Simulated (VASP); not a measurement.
# B48N47 (a cell with a defect) in VASP: a series of runs, part 2 of 2

VASP 6.6.1. Earlier steps stand in the parts before.

## (3) Single point, PBEsol

INCAR reads:

```
PREC     = Accurate       # precision mode
ENCUT    = 520            # plane-wave cutoff, eV
EDIFF    = 1E-6           # SCF threshold, eV
ISMEAR   = -1             # smearing method
SIGMA    = 0.05           # smearing width, eV
LREAL    = Auto         
LASPH    = True           # aspherical terms in the spheres
NELM     = 60             # most SCF steps
ALGO     = Normal         # electronic algorithm
ISIF     = 2              # what is computed and relaxed
LWAVE    = False          # write WAVECAR
LCHARG   = False          # write CHGCAR
GGA      = PS             # functional
NELECT   = 378.0        
ISYM     = 0            
NBANDS   = 242            # bands
```

KPOINTS reads:

```
Automatic mesh
0
Gamma
  1 1 1
  0.25 0.25 0.25
```

POSCAR reads:

```
B48N47
1.0
    7.6229900000      0.0000000000      0.0000000000
    0.0000000000      8.8022710000      0.0000000000
    0.0000000000      0.0000000000      8.4065820000
B N
48 47
Direct
    0.0001230000      0.1665150000      0.0005580000
    0.0001430000      0.1666310000      0.5009080000
    0.3334690000      0.1664950000      0.0004000000
    0.3335320000      0.1656500000      0.5010890000
    0.1666150000      0.4165320000      0.0002210000
    0.1665550000      0.4164810000      0.5012230000
    0.0001220000      0.6669850000      0.0001830000
    0.9997070000      0.6677870000      0.5013090000
    0.6667310000      0.1665000000      0.0004040000
    0.6664740000      0.1658340000      0.5011210000
    0.5001060000      0.4165220000      0.9984220000
    0.5001150000      0.4080660000      0.5035000000
    0.3332710000      0.6667820000      0.9983240000
    0.3249720000      0.6709420000      0.5033070000
    0.1666700000      0.9167770000      0.0003510000
    0.1659570000      0.9170040000      0.5010610000
    0.8336080000      0.4165050000      0.0002270000
    0.8338130000      0.4163320000      0.5010730000
    0.6668840000      0.6667960000      0.9983910000
    0.6750420000      0.6707690000      0.5033510000
    0.5000890000      0.9168200000      0.0002000000
    0.5000680000      0.9167240000      0.5011400000
    0.8335360000      0.9167870000      0.0003660000
    0.8339890000      0.9172840000      0.5011870000
    0.1668150000      0.0833510000      0.2502350000
    0.1665480000      0.0834150000      0.7507940000
    0.0001260000      0.3329770000      0.2503320000
    0.0000410000      0.3328150000      0.7507860000
    0.5000540000      0.0836320000      0.2502420000
    0.5000130000      0.0837190000      0.7508500000
    0.3329390000      0.3334860000      0.2499930000
    0.3323900000      0.3331000000      0.7503960000
    0.1665910000      0.5828750000      0.2498600000
    0.1661470000      0.5825550000      0.7503310000
    0.0000090000      0.8333940000      0.2501010000
    0.0000000000      0.8334620000      0.7508730000
    0.8332800000      0.0834550000      0.2502470000
    0.8334910000      0.0834600000      0.7508220000
    0.6671620000      0.3334990000      0.2499740000
    0.6676860000      0.3330960000      0.7504120000
    0.5000310000      0.5833760000      0.2389230000
    0.4999910000      0.5832980000      0.7487240000
    0.3337630000      0.8336520000      0.2499590000
    0.3336440000      0.8342160000      0.7503800000
    0.8336070000      0.5826950000      0.2498090000
    0.8338630000      0.5824750000      0.7504070000
    0.6663580000      0.8336680000      0.2499600000
    0.6663730000      0.8342260000      0.7503930000
    0.0001330000      0.1665080000      0.1878240000
    0.0000780000      0.1665580000      0.6877610000
    0.3336140000      0.1671110000      0.1877870000
    0.3333780000      0.1668080000      0.6875990000
    0.1668150000      0.4167240000      0.1877340000
    0.1666070000      0.4165520000      0.6876520000
    0.0001540000      0.6665020000      0.1877270000
    0.0000040000      0.6665200000      0.6874020000
    0.6665860000      0.1671090000      0.1877770000
    0.6667420000      0.1668330000      0.6876280000
    0.5001280000      0.4177430000      0.1889890000
    0.5000820000      0.4170270000      0.6855090000
    0.3343410000      0.6661770000      0.1889320000
    0.3337210000      0.6664980000      0.6854200000
    0.1670780000      0.9163530000      0.1877530000
    0.1667870000      0.9165990000      0.6875600000
    0.8334530000      0.4166340000      0.1876790000
    0.8335790000      0.4165280000      0.6876670000
    0.6658770000      0.6661930000      0.1889530000
    0.6664180000      0.6664390000      0.6854350000
    0.5001000000      0.9167180000      0.1877050000
    0.5000630000      0.9169100000      0.6876570000
    0.8331160000      0.9163930000      0.1877880000
    0.8332890000      0.9166330000      0.6875980000
    0.1671720000      0.0831970000      0.4376920000
    0.1667950000      0.0833010000      0.9377360000
    0.0002450000      0.3335450000      0.4377470000
    0.0000520000      0.3333240000      0.9376730000
    0.5000350000      0.0831280000      0.4378210000
    0.5000260000      0.0833090000      0.9376710000
    0.3343040000      0.3354190000      0.4373430000
    0.3335420000      0.3335130000      0.9374120000
    0.1688930000      0.5832580000      0.4373430000
    0.1668750000      0.5833820000      0.9373200000
    0.9999770000      0.8333000000      0.4377900000
    0.0000240000      0.8333380000      0.9376600000
    0.8329480000      0.0836040000      0.4376820000
    0.8332740000      0.0833150000      0.9377460000
    0.6658280000      0.3354820000      0.4372980000
    0.6665420000      0.3335100000      0.9374230000
    0.5000380000      0.5833370000      0.9357620000
    0.3350510000      0.8315000000      0.4373410000
    0.3334560000      0.8331030000      0.9373810000
    0.8314330000      0.5825940000      0.4371820000
    0.8332070000      0.5833790000      0.9373960000
    0.6651240000      0.8315820000      0.4373380000
    0.6665960000      0.8330930000      0.9373960000
```

Potentials or basis: VASP PAW PBE potentials, release 64 (B, N).

Command:

```sh
$ cat potpaw_PBE.64/B/POTCAR potpaw_PBE.64/N/POTCAR > POTCAR
$ mpirun -np 1 vasp_std > vasp.out
```

It took 48 min on 1 thread of Oxide Virtual Turin-like, shared host; peak memory 0.74 GiB.

It converged, with:

| Property | Result |
| --- | --- |
| Free energy | -873.6305 eV |
| Largest force | 0.105 eV/Å |

Forces in eV/Å, atoms in the order of the input:
```
B   -0.013  0.001  0.003
B   -0.003  0.002 -0.002
B   -0.011  0.004  0.005
B    0.006  0.009  0.004
B   -0.009 -0.002  0.002
B   -0.008  0.011 -0.021
B   -0.013 -0.002  0.004
B    0.063 -0.003 -0.003
B   -0.011  0.002  0.004
B    0.008 -0.006 -0.004
B   -0.010 -0.005  0.003
B   -0.007  0.032 -0.004
B   -0.006  0.004  0.011
B    0.036 -0.008  0.019
B   -0.012 -0.003  0.003
B    0.016  0.012  0.015
B   -0.010 -0.002  0.001
B   -0.009 -0.017  0.020
B   -0.004  0.001  0.003
B   -0.010 -0.018 -0.022
B   -0.009 -0.001  0.002
B   -0.003 -0.001  0.003
B   -0.012 -0.003  0.004
B    0.010 -0.008 -0.021
B    0.010  0.005  0.004
B    0.008  0.003  0.002
B    0.009  0.001  0.004
B    0.008  0.001  0.003
B    0.007  0.007  0.007
B    0.008  0.004  0.000
B    0.011  0.001  0.005
B    0.011  0.002  0.003
B    0.006 -0.004  0.010
B    0.012 -0.002  0.004
B    0.011  0.000  0.007
B    0.007 -0.001  0.003
B    0.011  0.001  0.003
B    0.007 -0.001  0.000
B    0.010 -0.005  0.002
B    0.003  0.006  0.003
B    0.021 -0.005  0.017
B    0.012  0.001 -0.006
B    0.007  0.001  0.001
B    0.008  0.000  0.005
B    0.006  0.010 -0.003
B    0.007  0.010  0.002
B    0.010  0.002  0.005
B    0.008 -0.007  0.005
N   -0.009  0.001 -0.005
N   -0.006 -0.001 -0.003
N   -0.011 -0.005 -0.004
N   -0.009 -0.003  0.002
N   -0.009 -0.001 -0.006
N   -0.008  0.004  0.003
N   -0.021 -0.001 -0.004
N   -0.014  0.000 -0.001
N   -0.008  0.000 -0.004
N   -0.009  0.000 -0.002
N   -0.014 -0.010 -0.002
N   -0.007 -0.004  0.008
N   -0.016  0.012 -0.004
N   -0.008 -0.004  0.013
N   -0.009  0.001  0.000
N   -0.007 -0.005 -0.001
N   -0.008  0.001 -0.001
N   -0.006 -0.005 -0.010
N    0.003 -0.003  0.004
N   -0.008  0.003  0.010
N   -0.009 -0.001 -0.005
N   -0.008 -0.002 -0.004
N   -0.008  0.002 -0.006
N   -0.007  0.006 -0.002
N   -0.008  0.034 -0.011
N    0.011  0.001 -0.002
N   -0.011  0.000 -0.001
N    0.011 -0.001 -0.001
N    0.007  0.001 -0.012
N    0.012 -0.004  0.000
N   -0.003  0.007 -0.009
N    0.010 -0.002 -0.001
N   -0.042 -0.092 -0.027
N    0.007  0.001  0.003
N   -0.023 -0.003 -0.007
N    0.011  0.001 -0.001
N   -0.002 -0.039  0.002
N    0.012  0.001 -0.001
N    0.013 -0.012 -0.002
N    0.010 -0.001 -0.003
N    0.006  0.000 -0.002
N    0.000  0.025 -0.018
N    0.009 -0.001 -0.002
N   -0.034  0.086  0.012
N    0.008 -0.003 -0.005
N    0.004 -0.015 -0.003
N    0.011  0.004 -0.002
```

Levels at points of the mesh, in eV from the Fermi level:
```csv
k point,band 186,band 187,band 188,band 189,band 190,band 191,band 192,band 193
"(0.25, 0.25, 0.25)",-2.15,-1.78,-1.46,-1.24,2.84,3.09,3.22,5.02
```

Caveat: the k points lie up to 0.82 Å⁻¹ apart; the cell carries a net charge on a neutralising background, which shifts energy and pressure; the cell is charged against a uniform background, so pressure and absolute levels hang on convention; the PAW data sets were made with another functional, which shifts forces and pressure a little.
